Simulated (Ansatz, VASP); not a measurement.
# In2BiP in VASP and in Ansatz

POSCAR

```
In2BiP
1.0
    4.4589491389      0.0000000000      0.0000000000
    0.0000000000      4.4589491389      0.0000000000
    0.0000000000      0.0000000000      6.3674688206
P In Bi
1 2 1
Direct
    0.0000000000      0.0000000000      0.0000000000
    0.0000000000      0.5000000000      0.7814219074
    0.5000000000      0.0000000000      0.2185780926
    0.5000000000      0.5000000000      0.5000000000
```

Contents of INCAR.step1:

```
SYSTEM = In2BiP
PREC = Accurate
ENCUT = 520
ISMEAR = -1
SIGMA = 0.02
LREAL = .FALSE.
LASPH = .TRUE.
NELM = 80
NBANDS = 31
GGA = PE
ALGO = Normal
EDIFF = 1E-4
LWAVE = .TRUE.
LCHARG = .FALSE.
```

INCAR.step2

```
SYSTEM = In2BiP
PREC = Accurate
ENCUT = 520
EDIFF = 1E-6
ISMEAR = -1
SIGMA = 0.02
LREAL = .FALSE.
LASPH = .TRUE.
NELM = 80
ALGO = Normal
ISIF = 2
LWAVE = .FALSE.
LCHARG = .FALSE.
METAGGA = R2SCAN
LMIXTAU = .TRUE.
NBANDS = 31
ISTART = 1
```

The input KPOINTS:

```
Automatic mesh
0
G
  6 6 4
  0 0 0
```

Input for Ansatz:

```yaml
crystal:
  lattice:
    - [4.4589491389, 0.0, 0.0]
    - [0.0, 4.4589491389, 0.0]
    - [0.0, 0.0, 6.3674688206]
  atoms:
    - { symbol: P, position: [0.0, 0.0, 0.0] }
    - { symbol: In, position: [0.0, 0.5, 0.7814219074] }
    - { symbol: Bi, position: [0.5, 0.5, 0.5] }
    - { symbol: In, position: [0.5, 0.0, 0.2185780926] }
kpoints:
  mp_grid: { grid: [6, 6, 4] }
hamiltonian:
  xc: r2scan
scf:
  occupations: { method: fermi_dirac, width: 0.02 }
  n_extra_bands: 5
output:
  forces: true
  stress: true
  eigenvalues: true
```

Alike in both runs: task single point; functional r2SCAN; k mesh 6 × 6 × 4; occupations fermi-dirac, width 0.02 eV; no spin polarisation.

|  | VASP | Ansatz |
| --- | --- | --- |
| version | VASP 6.6.1 | Ansatz 0.2.0 |
| potentials or method | VASP PAW PBE potentials, release 64 (P, In_d, Bi_d) | plane waves, PAW |
| plane-wave cutoff (eV) | 520 | 500 |
| valence electrons in the cell | 46 | 46 |

|  | VASP | Ansatz | Ansatz less VASP |
| --- | --- | --- | --- |
| pressure (GPa) | -0.1 | 0.0 | +0.06 |

VASP's potentials were made for PBE, not for r2SCAN.

Neither program's run includes spin-orbit coupling.
